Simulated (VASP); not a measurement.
Runs of VASP 6.6.1 on MoSe. Symmetry: Fm-3m, No. 225, cubic system. The conventional cell has a = 5.786 Å, b = 5.786 Å, c = 5.786 Å, α = 90.00°, β = 90.00°, γ = 90.00°. Within 3.8 Å of Mo (site symmetry m-3m) lie 6 Se at 2.89 Å. Within 3.8 Å of Se (site symmetry m-3m) lie 6 Mo at 2.89 Å. 

```tsv
level	share of exact exchange	screening parameter	gap on the mesh (eV)	pressure (GPa)
PBE-based screened hybrid with 30 % exact exchange	0.3	0.2 1/Å	none	-18.5
PBE-based screened hybrid with 10 % exact exchange	0.1	0.2 1/Å	none	-22.2
PBE-based screened hybrid with 25 % exact exchange	0.25	0.6 1/Å	none	(a)
PBE-based screened hybrid with 25 % exact exchange	0.25	0.4 1/Å	none	(b)
PBEsol-based global hybrid with 25 % exact exchange	0.25	-	none	-27.2
```

Alike in all rows: task single point; potentials or basis VASP PAW PBE potentials, release 64 (Mo_sv, Se); no spin polarisation; cell as given; k mesh 4 × 4 × 4; cutoff (eV) 520; smearing fermi-dirac 0.05 eV.

Question: Fill in the values left out.

Answer: (a) -22.3; (b) -23.0.

Caveats: all runs use coarse meshes; the PAW data sets were made with another functional, which shifts forces and pressure a little.

A k mesh can miss the band edges, and the runs leave out spin-orbit coupling on Mo, Se.

A gap of «none» marks levels without a gap at the run's occupations.
